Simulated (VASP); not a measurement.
# Os (C2/m) in VASP: single point with PBE

Aim: the single point of Os with PBE.

All numbers are computed with VASP 6.6.1; they aren't measurements. Logs are shortened: lines on timing, memory, paths and dates and some standing lists are left out, and cuts for length are marked.

## Step 1: The cell of the first run

It takes space group C2/m (No. 12, monoclinic). Conventional cell: a = 3.444 Å, b = 5.029 Å, c = 1.954 Å, α = 90.00°, β = 124.24°, γ = 90.00°. Within 2.6 Å of Os (site symmetry 2/m) lie 2 Os at 1.95 Å.

## Step 2: Single point, PBE

Contents of INCAR:

```
PREC = Accurate
ENCUT = 560
EDIFF = 1E-6
ISMEAR = 0
SIGMA = 0.1
LREAL = F
LASPH = T
NELM = 120
ALGO = Normal
ISIF = 2
LWAVE = F
LCHARG = T
GGA = PE
LELF = T
LVHAR = T
NBANDS = 14
GGA_COMPAT = F
```

Contents of KPOINTS:

```
regular mesh
0
Gamma
  8 8 10
```

Contents of POSCAR:

```
Os
1.0
    1.7221032600     -2.5147043200      0.0000000000
    1.7221032600      2.5147043200      0.0000000000
   -1.0996583400      0.0000000000      1.6154202100
Os
1
Direct
    0.5000000000      0.5000000000      0.5000000000
```

Potentials or basis: VASP PAW PBE potentials, release 64 (Os_sv_GW).

Started as:

```bash
> cat potpaw_PBE.64/Os_sv_GW/POTCAR > POTCAR
> mpirun -np 1 vasp_std > vasp.out
```

OUTCAR:

```text
PREC = Accurate
   ENCUT = 560
   EDIFF = 1E-6
   ISMEAR = 0
   LREAL = F
   LASPH = T
   NELM = 120
   ISIF = 2
   GGA = PE

 ion  position               nearest neighbor table
   1  0.500  0.500  0.500-

  LATTYP: Found a base centered monoclinic cell.
 ALAT       =     3.4442065200
 B/A-ratio  =     1.4602517621
 C/A-ratio  =     0.5673826228
 COS(beta)  =    -0.5627202672

  Lattice vectors:

 A1 = (   1.7221032600,  -2.5147043200,   0.0000000000)
 A2 = (   1.7221032600,   2.5147043200,   0.0000000000)
 A3 = (  -1.0996583400,   0.0000000000,   1.6154202100)

Analysis of symmetry for initial positions (statically):
=====================================================================
 Subroutine PRICEL returns:
 Original cell was already a primitive cell.

 Routine SETGRP: Setting up the symmetry group for a
 base centered monoclinic supercell.

 Subroutine GETGRP returns: Found  4 space group operations
 (whereof  4 operations were pure point group operations)
 out of a pool of  4 trial point group operations.

The static configuration has the point symmetry C_2h.

Analysis of symmetry for dynamics (positions and initial velocities):
=====================================================================
 Subroutine PRICEL returns:
 Original cell was already a primitive cell.

 Routine SETGRP: Setting up the symmetry group for a
 base centered monoclinic supercell.

 Subroutine GETGRP returns: Found  4 space group operations
 (whereof  4 operations were pure point group operations)
 out of a pool of  4 trial point group operations.

The dynamic configuration has the point symmetry C_2h.

 Subroutine INISYM returns: Found  4 space group operations
 (whereof  4 operations are pure point group operations),
 and found     1 'primitive' translations

----------------------------------------------------------------------------------------

                                     Primitive cell

  volume of cell :      13.9914

  direct lattice vectors                    reciprocal lattice vectors
     1.722103260 -2.514704320  0.000000000     0.290342636 -0.198830533  0.197643746
     1.722103260  2.514704320  0.000000000     0.290342636  0.198830533  0.197643746
    -1.099658340  0.000000000  1.615420210     0.000000000  0.000000000  0.619033979

  length of vectors
     3.047848004  3.047848004  1.954182929     0.403603119  0.403603119  0.619033979

  position of ions in fractional coordinates (direct lattice)
     0.500000000  0.500000000  0.500000000

  ion indices of the primitive-cell ions
   primitive index   ion index
                 1           1

----------------------------------------------------------------------------------------
[... 84 lines left out ...]
   EFERMI =   0.00;   METHOD = LEGACY
   ISMEAR =     0;   SIGMA  =   0.10  broadening in eV -4-tet -1-fermi 0-gaus
   EFERMI_NEDOS =   21; number of points for ismear=-14 and -15
   IALGO  =     38    algorithm
   IMIX   =      4    mixing-type and parameters
     AMIX     =   0.40;   BMIX     =  1.00
     AMIX_MAG =   1.60;   BMIX_MAG =  1.00
  volume/ion in A,a.u.               =      13.99        94.42
  Fermi-wavevector in a.u.,A,eV,Ry     =   1.711963  3.235140 39.876174  2.930816
  Thomas-Fermi vector in A             =   2.789980
   LORBIT       =      0    0 simple, 1 ext, 2 COOP (PROOUT), +10 PAW based schemes
   GGA     = PE    functional components
   LHFCALC =     F    Hartree Fock is set to
   AEXX    =    0.0000 exact exchange contribution
   IVDW    =     0    specifies the selected vdW correction
   LEPSILON=     F    determine dielectric tensor
   LRPA    =     F    only Hartree local field effects (RPA)
 non-spin polarized calculation
 Gauss-broadening in eV      SIGMA  =   0.10
  energy-cutoff  :      560.00
  volume of cell :       13.99
 maximum number of plane-waves:       448
   NGX = 11   NGY = 11   NGZ =  7

 number of electron      16.0000000 magnetization

 Free energy of the ion-electron system (eV)
  ---------------------------------------------------
  ext. energy  EPLUGINS =         0.00000000
  ---------------------------------------------------
  free energy    TOTEN  =        -7.01123089 eV

  energy without entropy =       -7.00507545  energy(sigma->0) =       -7.00815317

 E-fermi :  14.1535     XC(G=0): -14.3159

 val. band max:       14.1520252473   @ k =   0.3750   0.0000   0.5000
 cond. band min:      14.1654567837   @ k =  -0.2500   0.1250   0.5000
 fundamental gap:      0.0134315364
 Fermi energy:        14.1534732354

 k-point     1 :       0.0000    0.0000    0.0000
  band No.  band energies     occupation
      1     -73.5591      2.00000
      2     -32.4554      2.00000
      3     -32.2995      2.00000
      4     -29.1300      2.00000
      5       3.3492      2.00000
      6       4.0384      2.00000
      7       9.5610      2.00000
      8       9.9970      2.00000
      9      18.9106      0.00000
     10      19.9123      0.00000
     11      24.6855      0.00000
     12      30.5244      0.00000
     13      31.9708      0.00000
     14      40.7658      0.00000
[... 377 lines left out ...]
      1     -73.4084      2.00000
      2     -32.5880      2.00000
      3     -32.4087      2.00000
      4     -30.1567      2.00000
      5       5.8893      2.00000
      6       6.5094      2.00000
      7       9.3351      2.00000
      8      12.7748      2.00000
      9      16.5294      0.00000
     10      17.2932      0.00000
     11      23.9327      0.00000
     12      27.8152      0.00000
     13      32.6060      0.00000
     14      38.7714      0.00000

 [... further k-points ...]

------------------------ aborting loop because EDIFF is reached ----------------------------------------

  FORCE on cell =-STRESS in cart. coord.  units (eV):
  Direction    XX          YY          ZZ          XY          YZ          ZX
  --------------------------------------------------------------------------------------
  -------------------------------------------------------------------------------------
  Total       13.0786529     -0.1725433     28.8755318      0.0000000      0.0000000    -19.5544683
  in kB     1497.6556552    -19.7581879   3306.5793520      0.0000000      0.0000000  -2239.2107446
  external PRESSURE =    1594.8256064 kB  Pullay stress =       0.0000000 kB

 VOLUME and BASIS-vectors are now :
 -----------------------------------------------------------------------------
  energy-cutoff  :      560.00
  volume of cell :       13.99
      direct lattice vectors                 reciprocal lattice vectors
     1.722103260 -2.514704320  0.000000000     0.290342636 -0.198830533  0.197643746
     1.722103260  2.514704320  0.000000000     0.290342636  0.198830533  0.197643746
    -1.099658340  0.000000000  1.615420210     0.000000000  0.000000000  0.619033979

 POSITION                                       TOTAL-FORCE (eV/Angst)
 -----------------------------------------------------------------------------------
      1.17227      0.00000      0.80771         0.000000     -0.000000      0.000000
 -----------------------------------------------------------------------------------
    total drift:                                0.000000     -0.000000     -0.000000

  FREE ENERGIE OF THE ION-ELECTRON SYSTEM (eV)
  ---------------------------------------------------
  free  energy   TOTEN  =        -7.0112308901 eV

  energy  without entropy=       -7.0050754526  energy(sigma->0) =       -7.00815317
```

OSZICAR:

```text
N       E                     dE             d eps       ncg     rms          rms(c)
DAV:   1     0.137381893067E+03    0.13738E+03   -0.11984E+04  5506   0.128E+03
DAV:   2    -0.427718778818E+01   -0.14166E+03   -0.13511E+03  6522   0.386E+02
DAV:   3    -0.748203484969E+01   -0.32048E+01   -0.31972E+01  5958   0.549E+01
DAV:   4    -0.749015950145E+01   -0.81247E-02   -0.81240E-02  6420   0.320E+00
DAV:   5    -0.749017718620E+01   -0.17685E-04   -0.17685E-04  6024   0.139E-01    0.944E+01
DAV:   6    -0.707015083618E+01    0.42003E+00   -0.44145E-01  5808   0.669E+00    0.533E+01
DAV:   7    -0.702408065093E+01    0.46070E-01   -0.24155E-01  6330   0.481E+00    0.422E+00
DAV:   8    -0.701124958933E+01    0.12831E-01   -0.39469E-02  5628   0.221E+00    0.729E-01
DAV:   9    -0.701129157038E+01   -0.41981E-04   -0.59079E-04  6030   0.243E-01    0.196E-01
DAV:  10    -0.701123304220E+01    0.58528E-04   -0.10461E-04  6126   0.127E-01    0.970E-02
DAV:  11    -0.701123114296E+01    0.18992E-05   -0.28470E-06  5922   0.182E-02    0.574E-03
DAV:  12    -0.701123089007E+01    0.25290E-06   -0.16936E-07  3150   0.478E-03
   1 F= -.70112309E+01 E0= -.70081532E+01  d E =-.615544E-02
```

stdout:

```text
POSCAR found type information on POSCAR Os
 POSCAR found :  1 types and       1 ions
 scaLAPACK will be used
 LDA part: xc-table for (Slater+PW92), standard interpolation
 POSCAR, INCAR and KPOINTS ok, starting setup
 FFT: planning ... GRIDC
 FFT: planning ... GRID_SOFT
 FFT: planning ... GRID
 WAVECAR not read
 entering main loop
```

It took 23 s on 1 thread of Intel Xeon Platinum 8259CL at 2.50GHz (Skylake/Cascade Lake), shared host; peak memory 0.17 GiB.

What came out:

| Quantity | Value |
| --- | --- |
| Free energy | -7.0112 eV |
| Pressure | 159.5 GPa |
| Band gap on the k mesh | zero (bands 8 and 9 overlap by 4.08 eV) |

Stress tensor (GPa, compression positive):
```
 149.77    0.00 -223.92
   0.00   -1.98    0.00
-223.92    0.00  330.66
```

Levels at points of the mesh, in eV from the Fermi level:
```tsv
k point	band 5	band 6	band 7	band 8	band 9	band 10	band 11	band 12
(0.00, 0.00, 0.00)	-10.80	-10.12	-4.59	-4.16	4.76	5.76	10.53	16.37
(0.50, 0.00, 0.00)	-10.14	-7.99	-2.09	-0.10	3.81	4.80	5.63	9.54
(0.50, 0.50, 0.00)	-10.41	-8.02	-2.33	-0.16	3.42	5.87	6.00	10.13
(0.00, 0.00, 0.50)	-9.83	-8.70	-0.61	0.66	5.55	5.97	9.48	15.11
(0.50, 0.00, 0.50)	-9.24	-7.27	-2.36	0.85	1.30	2.71	11.72	18.14
(0.50, 0.50, 0.50)	-9.84	-8.74	-0.57	0.70	5.61	6.11	9.40	14.94
```

Caveat: the k points lie up to 0.36 Å⁻¹ apart, too coarse for converged energies and pressures of a metal; atoms lie so close that the PAW spheres overlap strongly, which falsifies energies and pressures; spin-orbit coupling is left out, which moves the levels of the heavy elements.
